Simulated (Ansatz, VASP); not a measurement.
**SiCl in VASP and in Ansatz**

The input INCAR:

```
PREC = Accurate ; ENCUT = 500
EDIFF = 1E-6 ; ISMEAR = 0
SIGMA = 0.1 ; LREAL = F
LASPH = T ; NELM = 120
ALGO = Normal ; ISIF = 2
LWAVE = F ; LCHARG = F
GGA = PS ; NBANDS = 19
GGA_COMPAT = F
```

Contents of KPOINTS:

```
regular mesh
0
Gamma
  6 6 2
```

The input POSCAR:

```
SiCl
1.0
    3.4173961775      0.0000000000      0.0000000000
   -1.7086980887      2.9595519044      0.0000000000
    0.0000000000      0.0000000000      9.2699774664
Si Cl
2 2
Direct
    0.3333333300      0.6666666700      0.3056027366
    0.6666666700      0.3333333300      0.8056027366
    0.3333333300      0.6666666700      0.0693982634
    0.6666666700      0.3333333300      0.5693982634
```

Input for Ansatz:

```yaml
crystal:
  lattice:
    - [3.4173961775, 0.0, 0.0]
    - [-1.7086980887, 2.9595519044, 0.0]
    - [0.0, 0.0, 9.2699774664]
  atoms:
    - { symbol: Si, position: [0.33333333, 0.66666667, 0.3056027366] }
    - { symbol: Si, position: [0.66666667, 0.33333333, 0.8056027366] }
    - { symbol: Cl, position: [0.33333333, 0.66666667, 0.0693982634] }
    - { symbol: Cl, position: [0.66666667, 0.33333333, 0.5693982634] }
basis:
  ecutwfc: 420
kpoints:
  mp_grid: { grid: [6, 6, 2] }
hamiltonian:
  xc: pbesol
scf:
  occupations: { method: gaussian, width: 0.1 }
output:
  forces: true
  stress: true
  eigenvalues: true
```

Alike in both runs: task single point; functional PBEsol; k mesh 6 × 6 × 2; occupations gaussian, width 0.1 eV; no spin polarisation.

|  | VASP | Ansatz |
| --- | --- | --- |
| version | VASP 6.6.1 | Ansatz 0.2.0 |
| potentials or method | VASP PAW PBE potentials, release 64 (Si, Cl), cutoff 500 eV | scalar-relativistic, plane waves, PAW |
| valence electrons in the cell | 22 | 22 |

|  | VASP | Ansatz | Ansatz less VASP |
| --- | --- | --- | --- |
| gap on the k mesh at the Fermi level (eV) | none | none | - |
| pressure (GPa) | -5.0 | -5.0 | +0.04 |
| traceless stress, the component that is largest in VASP (GPa) | 1.43 | 1.44 | +0.010 |
| rms of the force components (eV/Å) | 0.489 | 0.477 | -0.0120 |

VASP's potentials were made for PBE, not for PBEsol. Atom by atom the forces differ by 0.012 eV/Å (rms over components). A gap of «none» marks a metal or a gap that the smearing closes. With one functional, cell and mesh, what is left measures potentials, basis and numerics.
